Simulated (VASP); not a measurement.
# Ta (P6_3/mmc) in VASP: a series of runs

Ta is run at these levels: PBE; tasks: single point, relaxation of cell and atoms.

All numbers are computed with VASP 6.6.1; they aren't measurements. Logs are shortened: lines on timing, memory, paths and dates and some standing lists are left out, and cuts for length are marked.

## 1. The cell of the first run

It takes space group P6_3/mmc (No. 194, hexagonal). The conventional cell has a = 3.233 Å, b = 3.233 Å, c = 8.806 Å, α = 90.00°, β = 90.00°, γ = 120.00°. Within 2.5 Å of Ta (site symmetry -6m2) lie 3 Ta at 1.87 Å. Ta (site symmetry -6m2) has 3 Ta at 1.87 Å within 2.5 Å.

This isn't the form of Ta at room conditions, which is bcc.

## 2. Single point, PBE

Contents of INCAR:

```
SYSTEM = Ta
PREC = Accurate
ENCUT = 520
EDIFF = 1E-7
ISMEAR = 0
SIGMA = 0.1
LREAL = .False.
LASPH = .True.
NELM = 80
ALGO = Normal
ISIF = 2
LWAVE = .False.
LCHARG = .False.
GGA = PE
NBANDS = 30
```

Contents of KPOINTS:

```
Automatic mesh
0
Gamma
  6 6 2
  0 0 0
```

Contents of POSCAR:

```
Ta
1.0
    3.2332056251      0.0000000000      0.0000000000
   -1.6166028125      2.8000382069      0.0000000000
    0.0000000000      0.0000000000      8.8058852390
Ta
4
Direct
    0.0000000000      0.0000000000      0.2500000000
    0.0000000000      0.0000000000      0.7500000000
    0.3333333333      0.6666666667      0.7500000000
    0.6666666667      0.3333333333      0.2500000000
```

Potentials or basis: VASP PAW PBE potentials, release 64 (Ta_pv).

Command:

```sh
> cat potpaw_PBE.64/Ta_pv/POTCAR > POTCAR
> mpirun -np 1 vasp_std > vasp.out
```

OUTCAR:

```text
SYSTEM = Ta
   PREC = Accurate
   ENCUT = 520
   EDIFF = 1E-7
   ISMEAR = 0
   LREAL = .False.
   LASPH = .True.
   NELM = 80
   ISIF = 2
   GGA = PE

 ion  position               nearest neighbor table
   1  0.000  0.000  0.250-   4 1.87   4 1.87   4 1.87
   2  0.000  0.000  0.750-   3 1.87   3 1.87   3 1.87
   3  0.333  0.667  0.750-   2 1.87   2 1.87   2 1.87
   4  0.667  0.333  0.250-   1 1.87   1 1.87   1 1.87

  LATTYP: Found a hexagonal cell.
 ALAT       =     3.2332056251
 C/A-ratio  =     2.7235772357

  Lattice vectors:

 A1 = (   3.2332056251,   0.0000000000,   0.0000000000)
 A2 = (  -1.6166028125,   2.8000382069,   0.0000000000)
 A3 = (   0.0000000000,   0.0000000000,   8.8058852390)

Analysis of symmetry for initial positions (statically):
=====================================================================
 Subroutine PRICEL returns:
 Original cell was already a primitive cell.

 Routine SETGRP: Setting up the symmetry group for a
 hexagonal supercell.

 Subroutine GETGRP returns: Found 24 space group operations
 (whereof 12 operations were pure point group operations)
 out of a pool of 24 trial point group operations.

The static configuration has the point symmetry D_3d.
 The point group associated with its full space group is D_6h.

Analysis of symmetry for dynamics (positions and initial velocities):
=====================================================================
 Subroutine PRICEL returns:
 Original cell was already a primitive cell.

 Routine SETGRP: Setting up the symmetry group for a
 hexagonal supercell.

 Subroutine GETGRP returns: Found 24 space group operations
 (whereof 12 operations were pure point group operations)
 out of a pool of 24 trial point group operations.

The dynamic configuration has the point symmetry D_3d.
 The point group associated with its full space group is D_6h.

 Subroutine INISYM returns: Found 24 space group operations
 (whereof 12 operations are pure point group operations),
 and found     1 'primitive' translations

----------------------------------------------------------------------------------------

                                     Primitive cell

  volume of cell :      79.7206

  direct lattice vectors                    reciprocal lattice vectors
     3.233205625  0.000000000  0.000000000     0.309290567  0.178568992  0.000000000
    -1.616602813  2.800038207  0.000000000     0.000000000  0.357137984  0.000000000
     0.000000000  0.000000000  8.805885239     0.000000000  0.000000000  0.113560417

  length of vectors
     3.233205625  3.233205625  8.805885239     0.357137984  0.357137984  0.113560417

  position of ions in fractional coordinates (direct lattice)
     0.000000000  0.000000000  0.250000000
     0.000000000  0.000000000  0.750000000
     0.333333333  0.666666667  0.750000000
     0.666666667  0.333333333  0.250000000

  ion indices of the primitive-cell ions
   primitive index   ion index
                 1           1
                 2           2
                 3           3
                 4           4

----------------------------------------------------------------------------------------

 KPOINTS: Automatic mesh

Automatic generation of k-mesh.
 Grid dimensions read from file:
 generate k-points for:    6    6    2

 Generating k-lattice:

  Cartesian coordinates                     Fractional coordinates (reciprocal lattice)
     0.051548428  0.029761499  0.000000000     0.166666667 -0.000000000  0.000000000
     0.000000000  0.059522997  0.000000000     0.000000000  0.166666667  0.000000000
     0.000000000  0.000000000  0.056780209     0.000000000  0.000000000  0.500000000

  Length of vectors
     0.059522997  0.059522997  0.056780209

  Shift w.r.t. Gamma in fractional coordinates (k-lattice)
     0.000000000  0.000000000  0.000000000

 Subroutine IBZKPT returns following result:
 ===========================================

 Found     14 irreducible k-points:

 Following reciprocal coordinates:
            Coordinates               Weight
  0.000000  0.000000  0.000000      1.000000
  0.166667  0.000000  0.000000      6.000000
  0.333333  0.000000  0.000000      6.000000
  0.500000  0.000000  0.000000      3.000000
  0.166667  0.166667  0.000000      6.000000
  0.333333  0.166667  0.000000     12.000000
  0.333333  0.333333  0.000000      2.000000
  0.000000  0.000000  0.500000      1.000000
  0.166667  0.000000  0.500000      6.000000
  0.333333  0.000000  0.500000      6.000000
  0.500000  0.000000  0.500000      3.000000
  0.166667  0.166667  0.500000      6.000000
  0.333333  0.166667  0.500000     12.000000
  0.333333  0.333333  0.500000      2.000000
   k-points           NKPTS =     14   k-points in BZ     NKDIM =     14   number of bands    NBANDS=     30
   number of dos      NEDOS =    301   number of ions     NIONS =      4
   total plane-waves  NPLWV =  40320
   dimension x,y,z NGX =    24 NGY =   24 NGZ =   70
   dimension x,y,z NGXF=    48 NGYF=   48 NGZF=  140
   ions per type =               4
   NGX,Y,Z   is equivalent  to a cutoff of  12.34, 12.34, 13.22 a.u.
   NGXF,Y,Z  is equivalent  to a cutoff of  24.68, 24.68, 26.43 a.u.
 SYSTEM =  Ta
   PREC   = accura    normal or accurate (medium, high low for compatibility)
   ISTART =      0    job   : 0-new  1-cont  2-samecut
   ICHARG =      2    charge: 1-file 2-atom 10-const
   ISPIN  =      1    spin polarized calculation?
   LNONCOLLINEAR =      F non collinear calculations
   LSORBIT =      F    spin-orbit coupling
   LASPH  =      T    aspherical Exc in radial PAW
   ENCUT  =  520.0 eV  38.22 Ry    6.18 a.u.   6.01  6.01 16.37*2*pi/ulx,y,z
   NELM   =     80;   NELMIN=  2; NELMDL= -5     # of ELM steps
   EDIFF  = 0.1E-06   stopping-criterion for ELM
   LREAL  =      F    real-space projection
   EDIFFG = 0.1E-05   stopping-criterion for IOM
   NSW    =      0    number of steps for IOM
   IBRION =     -1    ionic relax: 0-MD 1-quasi-New 2-CG
   NFREE  =      0    steps in history (QN), initial steepest desc. (CG)
   ISIF   =      2    stress and relaxation
   ISYM   =      2    0-nonsym 1-usesym 2-fastsym
   POTIM  = 0.5000    time-step for ionic-motion
   TEBEG  =    0.0;   TEEND  =   0.0 temperature during run
   PSTRESS=    0.0 pullay stress
   NELECT =      44.0000    total number of electrons
   NUPDOWN=      -1.0000    fix difference up-down
   EMIN   =  10.00;   EMAX   =-10.00  energy-range for DOS
   EFERMI =   0.00;   METHOD = LEGACY
   ISMEAR =     0;   SIGMA  =   0.10  broadening in eV -4-tet -1-fermi 0-gaus
   EFERMI_NEDOS =   21; number of points for ismear=-14 and -15
   IALGO  =     38    algorithm
   IMIX   =      4    mixing-type and parameters
     AMIX     =   0.40;   BMIX     =  1.00
     AMIX_MAG =   1.60;   BMIX_MAG =  1.00
  volume/ion in A,a.u.               =      19.93       134.50
  Fermi-wavevector in a.u.,A,eV,Ry     =   1.342875  2.537666 24.535570  1.803314
  Thomas-Fermi vector in A             =   2.470994
   LORBIT       =      0    0 simple, 1 ext, 2 COOP (PROOUT), +10 PAW based schemes
   GGA     = PE    functional components
   LHFCALC =     F    Hartree Fock is set to
   AEXX    =    0.0000 exact exchange contribution
   IVDW    =     0    specifies the selected vdW correction
   LEPSILON=     F    determine dielectric tensor
   LRPA    =     F    only Hartree local field effects (RPA)
 non-spin polarized calculation
 Gauss-broadening in eV      SIGMA  =   0.10
  energy-cutoff  :      520.00
  volume of cell :       79.72
 maximum number of plane-waves:      2184
   NGX = 13   NGY = 13   NGZ = 33

 number of electron      44.0000005 magnetization

 Free energy of the ion-electron system (eV)
  ---------------------------------------------------
  ext. energy  EPLUGINS =         0.00000000
  ---------------------------------------------------
  free energy    TOTEN  =         0.73498025 eV

  energy without entropy =        0.75007468  energy(sigma->0) =        0.74252747

 E-fermi :   3.6208     XC(G=0): -10.8851

 val. band max:        3.4581257574   @ k =   0.1667   0.1667   0.0000
 cond. band min:       3.6281196473   @ k =   0.3333   0.1667   0.0000
 fundamental gap:      0.1699938900
 Fermi energy:         3.6208200101

 k-point     1 :       0.0000    0.0000    0.0000
  band No.  band energies     occupation
      1     -35.9692      2.00000
      2     -35.9692      2.00000
      3     -35.9690      2.00000
      4     -35.9690      2.00000
      5     -31.7056      2.00000
      6     -31.6975      2.00000
[... 22 lines left out ...]
     29       9.9030      0.00000
     30       9.9030      0.00000

 k-point     2 :       0.1667    0.0000    0.0000
  band No.  band energies     occupation
      1     -36.1883      2.00000
      2     -36.1881      2.00000
      3     -35.4735      2.00000
      4     -35.4733      2.00000
      5     -31.4906      2.00000
      6     -31.4830      2.00000
[... 22 lines left out ...]
     29      10.8025      0.00000
     30      11.0495      0.00000

 k-point     3 :       0.3333    0.0000    0.0000
  band No.  band energies     occupation
      1     -36.5768      2.00000
      2     -36.5765      2.00000
      3     -34.3882      2.00000
      4     -34.3879      2.00000
      5     -30.9167      2.00000
      6     -30.9107      2.00000
[... 22 lines left out ...]
     29      10.9962      0.00000
     30      11.8014      0.00000

 k-point     4 :       0.5000    0.0000    0.0000
  band No.  band energies     occupation
      1     -36.7516      2.00000
      2     -36.7513      2.00000
      3     -33.7804      2.00000
      4     -33.7802      2.00000
      5     -30.4328      2.00000
      6     -30.4295      2.00000
[... 286 lines left out ...]
     29      10.6291      0.00000
     30      10.6291      0.00000

 k-point    13 :       0.3333    0.1667    0.5000
  band No.  band energies     occupation
      1     -36.9864      2.00000
      2     -36.9864      2.00000
      3     -33.1141      2.00000
      4     -33.1141      2.00000
      5     -30.4346      2.00000
      6     -30.4346      2.00000
[... 22 lines left out ...]
     29       9.5657      0.00000
     30       9.5657      0.00000

 k-point    14 :       0.3333    0.3333    0.5000
  band No.  band energies     occupation
      1     -37.2550      2.00000
      2     -37.2550      2.00000
      3     -30.9443      2.00000
      4     -30.9443      2.00000
      5     -30.9324      2.00000
      6     -30.9324      2.00000
[... 22 lines left out ...]
     29       9.2636      0.00000
     30       9.2636      0.00000

------------------------ aborting loop because EDIFF is reached ----------------------------------------

  FORCE on cell =-STRESS in cart. coord.  units (eV):
  Direction    XX          YY          ZZ          XY          YZ          ZX
  --------------------------------------------------------------------------------------
  -------------------------------------------------------------------------------------
  Total      148.0229022    148.0229022     -3.2494975      0.0000000      0.0000000     -0.0000000
  in kB     2974.8782261   2974.8782259    -65.3065107      0.0000001      0.0000000     -0.0000000
  external PRESSURE =    1961.4833138 kB  Pullay stress =       0.0000000 kB

 VOLUME and BASIS-vectors are now :
 -----------------------------------------------------------------------------
  energy-cutoff  :      520.00
  volume of cell :       79.72
      direct lattice vectors                 reciprocal lattice vectors
     3.233205625  0.000000000  0.000000000     0.309290567  0.178568992  0.000000000
    -1.616602813  2.800038207  0.000000000     0.000000000  0.357137984  0.000000000
     0.000000000  0.000000000  8.805885239     0.000000000  0.000000000  0.113560417

 POSITION                                       TOTAL-FORCE (eV/Angst)
 -----------------------------------------------------------------------------------
      0.00000      0.00000      2.20147        -0.000000      0.000000      0.000000
      0.00000      0.00000      6.60441         0.000000     -0.000000      0.000000
     -0.00000      1.86669      6.60441         0.000000      0.000000     -0.000000
      1.61660      0.93335      2.20147        -0.000000     -0.000000      0.000000
 -----------------------------------------------------------------------------------
    total drift:                                0.000000     -0.000000      0.000000

  FREE ENERGIE OF THE ION-ELECTRON SYSTEM (eV)
  ---------------------------------------------------
  free  energy   TOTEN  =         0.7349802535 eV

  energy  without entropy=        0.7500746779  energy(sigma->0) =        0.74252747
```

It took 14 s on 1 thread of Intel Xeon 6975P-C (Granite Rapids), shared host; peak memory 0.19 GiB.

Results:

- Free energy: 0.7350 eV
- Pressure: 196.1 GPa
- Band gap on the k mesh: zero (bands 22 and 23 overlap by 3.29 eV)

Caveat: the k points lie up to 0.37 Å⁻¹ apart, too coarse for converged energies and pressures of a metal; atoms lie so close that the PAW spheres overlap strongly, which falsifies energies and pressures; spin-orbit coupling is left out, which moves the levels of the heavy elements.

(Part 1 of 3 ends here.)

The gap in the log of VASP goes by the Fermi energy; the results here count the filled bands.